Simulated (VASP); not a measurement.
Hf2Si3:

```
Hf Si
1.0
     3.73229    0.00000    0.00000
    -1.86614    3.23226    0.00000
     0.00000    0.00000    7.05293
Hf Si
2 3
Cartesian
  0.0000 0.0000 5.0615
  0.0000 0.0000 1.9914
  0.0000 2.1548 0.0000
  1.8661 1.0774 0.0000
  0.0000 0.0000 0.0000
```

The cell was built from a structure type or drawn by symmetry, and may not be a known phase.

```yaml
Program: VASP 6.6.1
Task: relaxation of cell and atoms
Functional: PBE
Potentials_or_basis: VASP PAW PBE potentials, release 64 (Hf_pv, Si)
Cutoff: 600 eV
k_mesh: 6 × 6 × 4
Occupations: gaussian, width 0.1 eV
Spin: no spin polarisation
```

At the start: pressure 56.2 GPa; volume 17.02 Å³/atom.

Problem. Where does the relaxation end?

Solution. Over 15 steps the energy falls by 1256.3 meV/atom and the volume is 23.12 Å³/atom (+35.9 %); space group P6/mmm (No. 191, to 0.1 Å) before and after.

Step by step:
```csv
step,energy change (eV),largest force (eV/Å),pressure (GPa),volume (Å³)
1,0.0000,12.4260,56.21,85.08
2,-2.1591,0.8774,-7.80,179.89
3,-3.1669,1.2577,-7.89,162.47
4,-4.0926,1.5442,-7.45,148.14
5,-5.9695,1.0125,1.43,113.89
6,-5.9632,0.4004,5.84,107.82
7,-5.9923,0.7548,3.33,111.05
8,-6.2325,0.5243,-1.97,118.76
9,-6.2327,0.5191,-2.05,118.93
10,-6.2775,0.0005,0.08,115.60
11,-6.2790,0.0904,-0.27,116.08
12,-6.2810,0.0576,0.04,115.58
13,-6.2811,0.0506,0.09,115.48
14,-6.2811,0.0494,0.11,115.46
15,-6.2813,0.0242,0.03,115.62
```

Final structure:
```yaml
crystal:
  lattice:
    - [4.14433, 0.00000, 0.00000]
    - [-2.07217, 3.58910, 0.00000]
    - [0.00000, 0.00000, 7.77335]
  atoms:
    - { symbol: Hf, position: [0.00000, 0.00000, 0.68180] }
    - { symbol: Hf, position: [0.00000, 0.00000, 0.31820] }
    - { symbol: Si, position: [0.33333, 0.66667, 0.00000] }
    - { symbol: Si, position: [0.66667, 0.33333, 0.00000] }
    - { symbol: Si, position: [0.00000, 0.00000, 0.00000] }
```

Caveat: the volume moved by over 15 % at a fixed basis, so the end points are rough.
